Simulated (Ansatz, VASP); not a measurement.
# One calculation of SiMo3, two programs

INCAR

```
SYSTEM = SiMo3
ALGO = Fast ; EDIFF = 1E-6
ENCUT = 520 ; GGA = PE
ISIF = 2 ; ISMEAR = 0
LASPH = .True. ; LCHARG = .False.
LREAL = .False. ; LWAVE = .False.
NBANDS = 31 ; NELM = 100
PREC = Accurate ; SIGMA = 0.1
```

The input KPOINTS:

```
k-points
0
Gamma
  12 12 12
  0 0 0
```

Contents of POSCAR:

```
SiMo3
1.0
    2.5242519279      1.4573775301      4.3049044981
   -2.5242519279      1.4573775301      4.3049044981
    0.0000000000     -2.9147550602      4.3049044982
Si Mo
1 3
Direct
    0.0000000000      0.0000000000      0.0000000000
    0.0000000000      0.0000000000      0.5000000000
    0.5000000000      0.0000000000      0.0000000000
    0.0000000000      0.5000000000      0.0000000000
```

Input for Ansatz:

```yaml
crystal:
  lattice:
    - [2.5242519279, 1.4573775301, 4.3049044981]
    - [-2.5242519279, 1.4573775301, 4.3049044981]
    - [0.0, -2.9147550602, 4.3049044982]
  atoms:
    - { symbol: Si, position: [0.0, 0.0, 0.0] }
    - { symbol: Mo, position: [0.0, 0.0, 0.5] }
    - { symbol: Mo, position: [0.5, 0.0, 0.0] }
    - { symbol: Mo, position: [0.0, 0.5, 0.0] }
basis:
  ecutwfc: 420
kpoints:
  mp_grid: { grid: [12, 12, 12] }
  band_path:
    path:
      - [[0.0, 0.0, 0.0], [0.5, 0.5, 0.5], [0.75692762, 0.24307238, 0.5]]
      - [[0.5, -0.24307238, 0.24307238], [0.5, 0.0, 0.0], [0.0, 0.0, 0.0], [0.37153619, -0.37153619, 0.0]]
      - [[0.62846381, 0.0, 0.37153619], [0.5, 0.0, 0.5], [0.0, 0.0, 0.0]]
    npoints: 14
hamiltonian:
  xc: pbe
scf:
  occupations: { method: gaussian, width: 0.1 }
  n_extra_bands: 10
output:
  forces: true
  stress: true
  eigenvalues: true
  populations: true
  dos: { projected: true, de: 0.02, nscf_kmesh: { grid: [15, 15, 15] } }
  bader: true
```

Alike in both runs: task single point; functional PBE; k mesh 12 × 12 × 12; occupations gaussian, width 0.1 eV; no spin polarisation.

|  | VASP | Ansatz |
| --- | --- | --- |
| version | VASP 6.6.1 | Ansatz 0.2.0 |
| potentials or method | VASP PAW PBE potentials, release 64 (Si, Mo_sv), cutoff 520 eV | scalar-relativistic, plane waves, PAW |
| valence electrons in the cell | 46 | 46 |

|  | VASP | Ansatz | Ansatz less VASP |
| --- | --- | --- | --- |
| gap on the k mesh at the Fermi level (eV) | none | none | - |
| pressure (GPa) | 0.2 | 0.0 | -0.22 |
| traceless stress, the component that is largest in VASP (GPa) | -0.16 | 0.00 | +0.158 |

A gap of «none» marks a metal or a gap that the smearing closes.
